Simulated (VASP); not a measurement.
Runs of VASP 6.6.1 on Ba. Symmetry: Im-3m, No. 229, cubic system. The conventional cell has a = 5.000 Å, b = 5.000 Å, c = 5.000 Å, α = 90.00°, β = 90.00°, γ = 90.00°. Within 5.7 Å of Ba (site symmetry m-3m) lie 14 Ba at 4.33 to 5.00 Å. 

```csv
task,level,potentials or basis,spin,k mesh,smearing,gap on the mesh (eV),pressure (GPa)
single point,LDA,"VASP PAW LDA potentials, release 64 (Ba_sv)",off,"10 × 10 × 10, shifted",tetrahedron,none,(a)
electric field gradients,r2SCAN,"VASP PAW PBE potentials, release 64 (Ba_sv)",off,10 × 10 × 10,fermi-dirac 0.05 eV,none,0.4
single point,PBE,"VASP PAW PBE potentials, release 64 (Ba_sv)",off,10 × 10 × 10,fermi-dirac 0.05 eV,none,0.2
electric field gradients,LDA,"VASP PAW LDA potentials, release 64 (Ba_sv)",off,10 × 10 × 10,fermi-dirac 0.05 eV,none,-1.2
single point,PBE,"VASP PAW PBE potentials, release 64 (Ba_sv)","non-collinear, zero start, SOC",10 × 10 × 10,fermi-dirac 0.05 eV,-,0.1
single point,LDA,"VASP PAW LDA potentials, release 64 (Ba_sv)",off,10 × 10 × 10,fermi-dirac 0.05 eV,none,-1.2
```

Alike in all rows: cell as given; cutoff (eV) 520.

Task: Fill in the values left out.

Result: (a) -1.1.

Caveats: spin-orbit coupling is left out, which moves the levels of the heavy elements (at least some runs); the PAW data sets were made with another functional, which shifts forces and pressure a little (at least some runs).

A k mesh can miss the band edges, and rows without SOC leave out spin-orbit coupling on Ba.

A gap of «none» marks levels without a gap at the run's occupations.
